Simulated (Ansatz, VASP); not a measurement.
# Fe: VASP beside Ansatz

```
Fe
1.0
     2.28307    0.00000    0.00000
     0.00000    2.28307    0.00000
     0.00000    0.00000    2.28307
Fe
1
Direct
  0.00000 0.00000 0.00000
```

Alike in both runs: task relaxation of cell and atoms; functional PBE; k mesh 18 × 18 × 18; occupations fermi-dirac, width 0.03 eV; collinear spin.

```csv
,VASP,Ansatz
version,VASP 6.6.1,Ansatz 0.2.0
potentials or method,"VASP PAW PBE potentials, release 64 (Fe_sv)","PAW with Ansatz's default frozen-core files, scalar-relativistic"
plane-wave cutoff (eV),690,420
valence electrons in the cell,16,16
```

|  | VASP | Ansatz | Ansatz less VASP |
| --- | --- | --- | --- |
| net moment per atom (μB) | 2.34 | 2.36 | +0.015 |
| size of the moment on the site where the two differ most (μB) | 2.28 | 2.34 | +0.060 |
| relaxed volume (Å³/atom) | 13.09 | 13.28 | +0.184 |
| relaxed length of the cell vector where the two differ most in proportion (Å) | 2.357 | 2.368 | +0.0110 |

Site moments also hang on the region over which each program counts them.
